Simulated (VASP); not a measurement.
# Li4Ga2B (R3m) in VASP: single point with PBE

Aim: the single point of Li4Ga2B with PBE.

All numbers are computed with VASP 6.6.1; they aren't measurements. Logs are shortened: lines on timing, memory, paths and dates and some standing lists are left out, and cuts for length are marked.

## (1) The cell of the first run

Symmetry: R3m, No. 160, trigonal system. The conventional cell has a = 4.411 Å, b = 4.411 Å, c = 18.118 Å, α = 90.00°, β = 90.00°, γ = 120.00°. Within 3.2 Å of Ga (site symmetry 3m) lie 10 Li at 2.43 to 3.08 Å and 1 Ga at 2.55 Å and 3 B at 2.71 Å. Within 3.4 Å of Ga (site symmetry 3m) lie 1 Ga at 2.55 Å and 1 B at 2.57 Å and 12 Li at 2.76 to 3.13 Å. B (site symmetry 3m) has 10 Li at 2.31 to 3.03 Å and 4 Ga at 2.57 to 2.71 Å within 3.1 Å. Within 3.2 Å of Li (site symmetry 3m) lie 5 Li at 2.45 to 2.91 Å and 3 B at 2.67 Å and 6 Ga at 3.08 to 3.10 Å. Within 3.2 Å of Li (site symmetry 3m) lie 5 Li at 2.45 to 2.89 Å and 6 Ga at 2.65 to 3.13 Å and 3 B at 3.03 Å. Li (site symmetry 3m) has 1 B at 2.31 Å and 4 Li at 2.63 to 2.91 Å and 6 Ga at 2.80 to 2.90 Å within 3.1 Å. Within 3.2 Å of Li (site symmetry 3m) lie 4 Ga at 2.43 to 2.76 Å and 4 Li at 2.64 to 2.89 Å and 3 B at 2.96 Å.

## (2) Single point, PBE

File INCAR:

```
PREC = Accurate
ENCUT = 520
EDIFF = 1E-6
ISMEAR = 0
SIGMA = 0.14
LREAL = False
LASPH = True
NELM = 80
ALGO = Normal
ISIF = 2
LWAVE = False
LCHARG = False
GGA = PE
NBANDS = 30
```

File KPOINTS:

```
regular mesh
0
Gamma
  5 5 5
```

File POSCAR:

```
Li4Ga2B
1.0
    4.4112620000      0.0000000000      0.0000000000
   -2.2056310000      3.8202720000      0.0000000000
   -2.2056310000      1.2734240000      6.0394330000
Ga B Li
2 1 4
Direct
    0.4069500000      0.5930500000      0.2208500000
    0.2664500000      0.7335500000      0.7993500000
    0.1244000000      0.8756000000      0.3732000000
    0.8360000000      0.1640000000      0.5080000000
    0.7006000000      0.2994000000      0.1018000000
    0.9967000000      0.0033000000      0.9901000000
    0.5410000000      0.4590000000      0.6230000000
```

Potentials or basis: VASP PAW PBE potentials, release 64 (Ga_d, B, Li_sv).

The run is started by

```sh
$ cat potpaw_PBE.64/Ga_d/POTCAR potpaw_PBE.64/B/POTCAR potpaw_PBE.64/Li_sv/POTCAR > POTCAR
$ mpirun -np 1 vasp_std > vasp.out
```

OUTCAR:

```text
PREC = Accurate
   ENCUT = 520
   EDIFF = 1E-6
   ISMEAR = 0
   LREAL = False
   LASPH = True
   NELM = 80
   ISIF = 2
   GGA = PE

 ion  position               nearest neighbor table
   1  0.407  0.593  0.221-   7 2.43   2 2.55   5 2.65   5 2.65   5 2.65
   2  0.266  0.734  0.799-   1 2.55   7 2.76   7 2.76   7 2.76
   3  0.124  0.876  0.373-   6 2.31
   4  0.836  0.164  0.508-   5 2.45
   5  0.701  0.299  0.102-   4 2.45   1 2.65   1 2.65   1 2.65
   6  0.997  0.003  0.990-   3 2.31
   7  0.541  0.459  0.623-   1 2.43   2 2.76   2 2.76   2 2.76

  LATTYP: Found a trigonal (rhomboedric) cell.
 ALAT       =     6.5544782932
 COS(alpha) =     0.7735247525

  Lattice vectors:

 A1 = (  -0.0000000000,  -2.5468480000,   6.0394330000)
 A2 = (   2.2056310000,   1.2734240000,   6.0394330000)
 A3 = (  -2.2056310000,   1.2734240000,   6.0394330000)

Analysis of symmetry for initial positions (statically):
=====================================================================
 Subroutine PRICEL returns:
 Original cell was already a primitive cell.

 Routine SETGRP: Setting up the symmetry group for a
 trigonal (rhombohedral) supercell.

 Subroutine GETGRP returns: Found  6 space group operations
 (whereof  6 operations were pure point group operations)
 out of a pool of 12 trial point group operations.

The static configuration has the point symmetry C_3v.

Analysis of symmetry for dynamics (positions and initial velocities):
=====================================================================
 Subroutine PRICEL returns:
 Original cell was already a primitive cell.

 Routine SETGRP: Setting up the symmetry group for a
 trigonal (rhombohedral) supercell.

 Subroutine GETGRP returns: Found  6 space group operations
 (whereof  6 operations were pure point group operations)
 out of a pool of 12 trial point group operations.

The dynamic configuration has the point symmetry C_3v.

 Subroutine INISYM returns: Found  6 space group operations
 (whereof  6 operations are pure point group operations),
 and found     1 'primitive' translations

----------------------------------------------------------------------------------------

                                     Primitive cell

  volume of cell :     101.7779

  direct lattice vectors                    reciprocal lattice vectors
     4.411262000  0.000000000  0.000000000     0.226692498  0.130880733  0.055192819
    -2.205631000  3.820272000  0.000000000     0.000000000  0.261761466 -0.055192819
    -2.205631000  1.273424000  6.039433000     0.000000000  0.000000000  0.165578457

  length of vectors
     4.411262000  4.411268101  6.554476924     0.267517293  0.267516939  0.165578457

  position of ions in fractional coordinates (direct lattice)
     0.406950000  0.593050000  0.220850000
     0.266450000  0.733550000  0.799350000
     0.124400000  0.875600000  0.373200000
     0.836000000  0.164000000  0.508000000
     0.700600000  0.299400000  0.101800000
     0.996700000  0.003300000  0.990100000
     0.541000000  0.459000000  0.623000000

  ion indices of the primitive-cell ions
   primitive index   ion index
                 1           1
                 2           2
                 3           3
                 4           4
                 5           5
                 6           6
                 7           7

----------------------------------------------------------------------------------------

 KPOINTS: regular mesh

Automatic generation of k-mesh.
 Grid dimensions read from file:
 generate k-points for:    5    5    5

 Generating k-lattice:

  Cartesian coordinates                     Fractional coordinates (reciprocal lattice)
     0.045338500  0.026176147  0.011038564     0.200000000 -0.000000000 -0.000000000
     0.000000000  0.052352293 -0.011038564     0.000000000  0.200000000 -0.000000000
     0.000000000  0.000000000  0.033115691     0.000000000  0.000000000  0.200000000

  Length of vectors
     0.053503459  0.053503388  0.033115691

  Shift w.r.t. Gamma in fractional coordinates (k-lattice)
     0.000000000  0.000000000  0.000000000

 Subroutine IBZKPT returns following result:
 ===========================================

 Found     19 irreducible k-points:

 Following reciprocal coordinates:
            Coordinates               Weight
  0.000000  0.000000  0.000000      1.000000
  0.200000 -0.000000  0.000000      6.000000
  0.400000 -0.000000 -0.000000      6.000000
  0.200000  0.200000 -0.000000      6.000000
  0.400000  0.200000 -0.000000     12.000000
 -0.400000  0.200000  0.000000     12.000000
[... 11 lines left out ...]
  0.000000  0.000000  0.400000      2.000000
  0.200000 -0.000000  0.400000      6.000000
   k-points           NKPTS =     19   k-points in BZ     NKDIM =     19   number of bands    NBANDS=     30
   number of dos      NEDOS =    301   number of ions     NIONS =      7
   total plane-waves  NPLWV =  64800
   dimension x,y,z NGX =    36 NGY =   36 NGZ =   50
   dimension x,y,z NGXF=    72 NGYF=   72 NGZF=  100
   ions per type =               2   1   4
   NGX,Y,Z   is equivalent  to a cutoff of  13.57, 13.57, 12.68 a.u.
   NGXF,Y,Z  is equivalent  to a cutoff of  27.13, 27.13, 25.36 a.u.
 SYSTEM =  unknown system
   PREC   = accura    normal or accurate (medium, high low for compatibility)
   ISTART =      0    job   : 0-new  1-cont  2-samecut
   ICHARG =      2    charge: 1-file 2-atom 10-const
   ISPIN  =      1    spin polarized calculation?
   LNONCOLLINEAR =      F non collinear calculations
   LSORBIT =      F    spin-orbit coupling
   LASPH  =      T    aspherical Exc in radial PAW
   ENCUT  =  520.0 eV  38.22 Ry    6.18 a.u.   8.20  8.20 12.19*2*pi/ulx,y,z
   NELM   =     80;   NELMIN=  2; NELMDL= -5     # of ELM steps
   EDIFF  = 0.1E-05   stopping-criterion for ELM
   LREAL  =      F    real-space projection
   EDIFFG = 0.1E-04   stopping-criterion for IOM
   NSW    =      0    number of steps for IOM
   IBRION =     -1    ionic relax: 0-MD 1-quasi-New 2-CG
   NFREE  =      0    steps in history (QN), initial steepest desc. (CG)
   ISIF   =      2    stress and relaxation
   ISYM   =      2    0-nonsym 1-usesym 2-fastsym
   POTIM  = 0.5000    time-step for ionic-motion
   TEBEG  =    0.0;   TEEND  =   0.0 temperature during run
   PSTRESS=    0.0 pullay stress
   NELECT =      41.0000    total number of electrons
   NUPDOWN=      -1.0000    fix difference up-down
   EMIN   =  10.00;   EMAX   =-10.00  energy-range for DOS
   EFERMI =   0.00;   METHOD = LEGACY
   ISMEAR =     0;   SIGMA  =   0.14  broadening in eV -4-tet -1-fermi 0-gaus
   EFERMI_NEDOS =   21; number of points for ismear=-14 and -15
   IALGO  =     38    algorithm
   IMIX   =      4    mixing-type and parameters
     AMIX     =   0.40;   BMIX     =  1.00
     AMIX_MAG =   1.60;   BMIX_MAG =  1.00
  volume/ion in A,a.u.               =      14.54        98.12
  Fermi-wavevector in a.u.,A,eV,Ry     =   1.209071  2.284812 19.889702  1.461852
  Thomas-Fermi vector in A             =   2.344659
   LORBIT       =      0    0 simple, 1 ext, 2 COOP (PROOUT), +10 PAW based schemes
   GGA     = PE    functional components
   LHFCALC =     F    Hartree Fock is set to
   AEXX    =    0.0000 exact exchange contribution
   IVDW    =     0    specifies the selected vdW correction
   LEPSILON=     F    determine dielectric tensor
   LRPA    =     F    only Hartree local field effects (RPA)
 non-spin polarized calculation
 Gauss-broadening in eV      SIGMA  =   0.14
  energy-cutoff  :      520.00
  volume of cell :      101.78
 maximum number of plane-waves:      2759
 NGX is ok and might be reduce to    36
   NGX = 17   NGY = 17   NGZ = 25

 number of electron      40.9999997 magnetization

 Free energy of the ion-electron system (eV)
  ---------------------------------------------------
  ext. energy  EPLUGINS =         0.00000000
  ---------------------------------------------------
  free energy    TOTEN  =       -19.64162770 eV

  energy without entropy =      -19.62156409  energy(sigma->0) =      -19.63159589

 E-fermi :   3.5036     XC(G=0):  -9.4294

 val. band max:        3.5014758688   @ k =   0.0000   0.0000   0.0000
 cond. band min:       3.5132601014   @ k =   0.2000  -0.4000   0.2000
 fundamental gap:      0.0117842327
 Fermi energy:         3.5036044450

 k-point     1 :       0.0000    0.0000    0.0000
  band No.  band energies     occupation
      1     -43.2218      2.00000
      2     -43.0600      2.00000
      3     -42.7576      2.00000
      4     -42.4507      2.00000
      5     -11.6098      2.00000
      6     -11.5167      2.00000
[... 22 lines left out ...]
     29       8.8340      0.00000
     30       9.8265      0.00000

 k-point     2 :       0.2000   -0.0000    0.0000
  band No.  band energies     occupation
      1     -43.2215      2.00000
      2     -43.0594      2.00000
      3     -42.7580      2.00000
      4     -42.4508      2.00000
      5     -11.6079      2.00000
      6     -11.5193      2.00000
[... 22 lines left out ...]
     29       9.6858      0.00000
     30       9.8575      0.00000

 k-point     3 :       0.4000   -0.0000   -0.0000
  band No.  band energies     occupation
      1     -43.2211      2.00000
      2     -43.0586      2.00000
      3     -42.7588      2.00000
      4     -42.4511      2.00000
      5     -11.6048      2.00000
      6     -11.5234      2.00000
[... 22 lines left out ...]
     29      10.5335      0.00000
     30      11.1128      0.00000

 k-point     4 :       0.2000    0.2000   -0.0000
  band No.  band energies     occupation
      1     -43.2211      2.00000
      2     -43.0588      2.00000
      3     -42.7586      2.00000
      4     -42.4511      2.00000
      5     -11.6054      2.00000
      6     -11.5217      2.00000
[... 451 lines left out ...]
     29       9.1098      0.00000
     30       9.4107      0.00000

 k-point    18 :       0.0000    0.0000    0.4000
  band No.  band energies     occupation
      1     -43.2217      2.00000
      2     -43.0601      2.00000
      3     -42.7576      2.00000
      4     -42.4507      2.00000
      5     -11.6088      2.00000
      6     -11.5183      2.00000
[... 22 lines left out ...]
     29       8.5543      0.00000
     30       8.9614      0.00000

 k-point    19 :       0.2000   -0.0000    0.4000
  band No.  band energies     occupation
      1     -43.2214      2.00000
      2     -43.0595      2.00000
      3     -42.7580      2.00000
      4     -42.4508      2.00000
      5     -11.6070      2.00000
      6     -11.5203      2.00000
[... 22 lines left out ...]
     29       9.1124      0.00000
     30       9.9769      0.00000

------------------------ aborting loop because EDIFF is reached ----------------------------------------

  FORCE on cell =-STRESS in cart. coord.  units (eV):
  Direction    XX          YY          ZZ          XY          YZ          ZX
  --------------------------------------------------------------------------------------
  -------------------------------------------------------------------------------------
  Total       -3.2121062     -3.2121181     -1.0831387      0.0000000      0.0000000     -0.0000000
  in kB      -50.5646698    -50.5648563    -17.0506662      0.0000000      0.0000000     -0.0000000
  external PRESSURE =     -39.3933974 kB  Pullay stress =       0.0000000 kB

 VOLUME and BASIS-vectors are now :
 -----------------------------------------------------------------------------
  energy-cutoff  :      520.00
  volume of cell :      101.78
      direct lattice vectors                 reciprocal lattice vectors
     4.411262000  0.000000000  0.000000000     0.226692498  0.130880733  0.055192819
    -2.205631000  3.820272000  0.000000000     0.000000000  0.261761466 -0.055192819
    -2.205631000  1.273424000  6.039433000     0.000000000  0.000000000  0.165578457

 POSITION                                       TOTAL-FORCE (eV/Angst)
 -----------------------------------------------------------------------------------
      0.00000      2.54685      1.33381         0.000000     -0.000000      0.182809
     -2.20563      3.82027      4.82762        -0.000000      0.000000     -1.036620
     -2.20563      3.82027      2.25392         0.000000     -0.000000      0.678828
      2.20563      1.27342      3.06803        -0.000000     -0.000000      0.254926
      2.20563      1.27342      0.61481        -0.000000      0.000000     -0.446122
      2.20563      1.27342      5.97964         0.000000      0.000000     -0.205129
     -0.00000      2.54685      3.76257         0.000000     -0.000000      0.571309
 -----------------------------------------------------------------------------------
    total drift:                               -0.000008      0.000009      0.000731

  FREE ENERGIE OF THE ION-ELECTRON SYSTEM (eV)
  ---------------------------------------------------
  free  energy   TOTEN  =       -19.6416276958 eV

  energy  without entropy=      -19.6215640910  energy(sigma->0) =      -19.63159589
```

Run time: 49 s. Hardware: 1 thread of AMD EPYC 7R13 (Zen 3), shared host; peak memory 0.23 GiB.

Results:

```
Free energy            : -19.6416 eV
Largest force          : 1.037 eV/Å
Band gap on the k mesh : zero (an odd number of electrons rules out a gap without spin polarisation)
```

Forces in eV/Å, atoms in the order of the input:
```
Ga   0.000  0.000  0.183
Ga   0.000  0.000 -1.037
B    0.000  0.000  0.679
Li   0.000  0.000  0.255
Li   0.000  0.000 -0.446
Li   0.000  0.000 -0.205
Li   0.000  0.000  0.571
```

Caveat: the cutoff is under 1.25 times the usual one of these potentials, so pressure, stress and relaxed cells hold a basis-set (Pulay) error; forces of over 1 eV/Å act on the atoms, so gaps and moduli don't describe the material at rest.
